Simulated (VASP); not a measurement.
A run of VASP 6.6.1 is set up as follows.

Contents of INCAR:

```
PREC     = Accurate       # precision mode
ENCUT    = 520            # plane-wave cutoff, eV
EDIFF    = 1E-6           # SCF threshold, eV
ISMEAR   = 0              # smearing method
SIGMA    = 0.1            # smearing width, eV
LREAL    = F              # projectors in reciprocal space
LASPH    = T              # aspherical terms in the spheres
NELM     = 100            # most SCF steps
ALGO     = Fast           # electronic algorithm
ISIF     = 2              # what is computed and relaxed
LWAVE    = F              # write WAVECAR
LCHARG   = T              # write CHGCAR
GGA      = PE             # functional
LELF     = T              # ELF
LVHAR    = T            
NBANDS   = 26             # bands
```

KPOINTS

```
regular mesh
0
Gamma
  15 15 15
```

POSCAR

```
In
1.0
    1.7271224122      0.9971545896      7.7513745172
   -1.7271224122      0.9971545896      7.7513745172
    0.0000000000     -1.9943091792      7.7513745172
In
3
Direct
    0.0000000000      0.0000000000      0.0000000000
    0.7705510743      0.7705510743      0.7705510743
    0.2294489257      0.2294489257      0.2294489257
```

Potentials or basis: VASP PAW PBE potentials, release 64 (In_d).

Launch:

```bash
$ cat potpaw_PBE.64/In_d/POTCAR > POTCAR
$ mpirun -np 1 vasp_std > vasp.out
```

(1) Predict the largest force.

(2) Predict the band gap on the k mesh.

(3) What does it give for the pressure?

Results:

(1) 0.683 eV/Å.

(2) zero (an odd number of electrons rules out a gap without spin polarisation).

(3) 2.3 GPa.

Caveat: the cell differs from its parent crystal (strained); spin-orbit coupling is left out, which moves the levels of the heavy elements.
